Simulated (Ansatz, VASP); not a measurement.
# Two plane-wave programs on Hf

Contents of INCAR:

```
ALGO     = Normal         # electronic algorithm
EDIFF    = 1E-8           # SCF threshold, eV
ENCUT    = 520            # plane-wave cutoff, eV
GGA      = PE             # functional
ISIF     = 2              # what is computed and relaxed
ISMEAR   = -1             # smearing method
LASPH    = True           # aspherical terms in the spheres
LCHARG   = False          # write CHGCAR
LEFG     = True         
LREAL    = False          # projectors in reciprocal space
LWAVE    = False          # write WAVECAR
NBANDS   = 11             # bands
NELM     = 80             # most SCF steps
PREC     = Accurate       # precision mode
SIGMA    = 0.08           # smearing width, eV
```

File KPOINTS:

```
k-points
0
Gamma
  16 16 16
```

The input POSCAR:

```
Hf
1.0
   -1.8083841133      1.8083841133      1.8083841133
    1.8083841133     -1.8083841133      1.8083841133
    1.8083841133      1.8083841133     -1.8083841133
Hf
1
Direct
    0.0000000000      0.0000000000      0.0000000000
```

Input for Ansatz:

```yaml
crystal:
  lattice:
    - [-1.8083841133, 1.8083841133, 1.8083841133]
    - [1.8083841133, -1.8083841133, 1.8083841133]
    - [1.8083841133, 1.8083841133, -1.8083841133]
  atoms:
    - { symbol: Hf, position: [0.0, 0.0, 0.0] }
kpoints:
  mp_grid: { grid: [16, 16, 16] }
scf:
  occupations: { method: fermi_dirac, width: 0.08 }
hamiltonian:
  xc: pbe
  pseudopotentials: { kind: paw }
output:
  forces: true
  stress: true
  eigenvalues: true
  efg: { contact_densities: true }
```

Change from the starting cell: volume scaled by 1.06, PAW files.

Alike in both runs: task electric field gradients; functional PBE; k mesh 16 × 16 × 16; occupations fermi-dirac, width 0.08 eV; no spin polarisation.

|  | VASP | Ansatz |
| --- | --- | --- |
| version | VASP 6.6.1 | Ansatz 0.2.0 |
| potentials or method | VASP PAW PBE potentials, release 64 (Hf_pv) | PAW with Ansatz's default frozen-core files, scalar-relativistic |
| plane-wave cutoff (eV) | 520 | 420 |
| valence electrons in the cell | 10 | 26 |

|  | VASP | Ansatz | Ansatz less VASP |
| --- | --- | --- | --- |
| pressure (GPa) | -5.6 | -5.2 | +0.36 |

VASP's potentials hold 10 valence electrons a cell and Ansatz's 26, so a difference there can come from the potentials and not from the codes.

Neither program's run includes spin-orbit coupling.
